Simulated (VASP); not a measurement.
Wanted: the native input for a VASP 6.6.1 run.

```
Task                   : single point
Functional             : RPBE
Potentials or basis    : VASP PAW PBE potentials, release 64 (As)
Cutoff                 : 520 eV
k mesh                 : 10 × 10 × 10
Occupations            : fermi-dirac, width 0.1 eV
Spin                   : no spin polarisation
Dipole correction      : no
Further INCAR settings : ALGO = Normal; EDIFF = 1e-07; NBANDS = 12
```

The structure of As lies in POSCAR:

```
As
1.0
    0.0000000000      2.9628150334      2.9628150334
    2.9628150334      0.0000000000      2.9628150334
    2.9628150334      2.9628150334      0.0000000000
As
2
Direct
    0.1250000000      0.1250000000      0.1250000000
    0.8750000000      0.8750000000      0.8750000000
```

This cell differs from its parent crystal: volume scaled by 0.88.

These files were run (other wordings do the same):

INCAR

```
PREC = Accurate ; ENCUT = 520
EDIFF = 1E-7 ; ISMEAR = -1
SIGMA = 0.1 ; LREAL = F
LASPH = T ; NELM = 80
ALGO = Normal ; ISIF = 2
LWAVE = F ; LCHARG = F
GGA = RP ; NBANDS = 12
```

KPOINTS

```
Automatic mesh
0
Gamma
  10 10 10
```

Potentials or basis: VASP PAW PBE potentials, release 64 (As).

Run with:

```console
$ cat potpaw_PBE.64/As/POTCAR > POTCAR
$ mpirun -np 1 vasp_std > vasp.out
```

It gave:

* Pressure: 6.8 GPa
* Band gap on the k mesh: zero (band 5 reaches 4.78 eV, above the bottom of band 6 at 3.12 eV)

Caveat: the PAW data sets were made with another functional, which shifts forces and pressure a little.

Run time: 26 s on 1 thread of Intel Xeon 6975P-C (shared host), peak memory 0.18 GiB.
